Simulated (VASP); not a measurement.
A run of VASP 6.6.1 is set up as follows.

INCAR

```
PREC = Accurate ; ENCUT = 600
EDIFF = 1E-7 ; ISMEAR = 0
SIGMA = 0.1 ; LREAL = F
LASPH = T ; NELM = 120
ALGO = Normal ; ISIF = 3
LWAVE = F ; LCHARG = F
GGA = PS ; IBRION = 2
NSW = 70 ; EDIFFG = -0.004
PSTRESS = 9.999999999999999e-06 ; GGA_COMPAT = F
NELMIN = 4
```

File KPOINTS:

```
regular mesh
0
Gamma
  18 18 10
```

The input POSCAR:

```
Mg
1.0
    3.1804257009      0.0000000000      0.0000000000
   -1.5902128504      2.7543294518      0.0000000000
    0.0000000000      0.0000000000      5.1404782286
Mg
2
Direct
    0.3333333333      0.6666666667      0.2500000000
    0.6666666667      0.3333333333      0.7500000000
```

Potentials or basis: VASP PAW PBE potentials, release 64 (Mg).

Run with:

```console
$ cat potpaw_PBE.64/Mg/POTCAR > POTCAR
$ mpirun -np 1 vasp_std > vasp.out
```

Q: Estimate the relaxed volume.

A: 22.49 Å³/atom.

Q: What does it give for the space group after relaxing (to 0.1 Å)?

A: P6_3/mmc (No. 194).

Q: Predict the relaxed cell.

A: a = 3.179 Å, b = 3.179 Å, c = 5.139 Å, α = 90.00°, β = 90.00°, γ = 120.00°.

Final structure:
```yaml
crystal:
  lattice:
    - [3.17881, 0.00000, 0.00000]
    - [-1.58940, 2.75293, 0.00000]
    - [0.00000, 0.00000, 5.13930]
  atoms:
    - { symbol: Mg, position: [0.33333, 0.66667, 0.25000] }
    - { symbol: Mg, position: [0.66667, 0.33333, 0.75000] }
```

Caveat: the cell is relaxed towards a set pressure, so the run minimises the enthalpy, not the energy; the PAW data sets were made with another functional, which shifts forces and pressure a little.
